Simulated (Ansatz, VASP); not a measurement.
# Two plane-wave programs on CoC2

```
Co C
1.0
    -1.58160    1.58160    2.55213
     1.58160   -1.58160    2.55213
     1.58160    1.58160   -2.55213
Co C
1 2
Direct
  0.00000 0.00000 0.00000
  0.62765 0.62765 0.00000
  0.37235 0.37235 0.00000
```

Alike in both runs: task relaxation of cell and atoms; functional PBE; k mesh 20 × 20 × 20; occupations gaussian, width 0.1 eV; no spin polarisation.

|  | VASP | Ansatz |
| --- | --- | --- |
| version | VASP 6.6.1 | Ansatz 0.2.0 |
| potentials or method | VASP PAW PBE potentials, release 64 (Co, C), cutoff 600 eV | scalar-relativistic, plane waves, PAW |
| valence electrons in the cell | 17 | 25 |

VASP gave:

```
gap on the k mesh at the Fermi level, each at its own relaxed structure (eV) : none
relaxed volume (Å³/atom)                                                     : 8.50
relaxed cell length with the largest relative difference (Å)                 : 3.393
```

Question: What did Ansatz give for the same quantities?

Answer: gap on the k mesh at the Fermi level, each at its own relaxed structure (eV): none; relaxed volume (Å³/atom): 8.51; relaxed cell length with the largest relative difference (Å): 3.394.

A gap of «none» marks a metal or a gap that the smearing closes. VASP's potentials hold 17 valence electrons a cell and Ansatz's 25, so a difference there can come from the potentials and not from the codes.
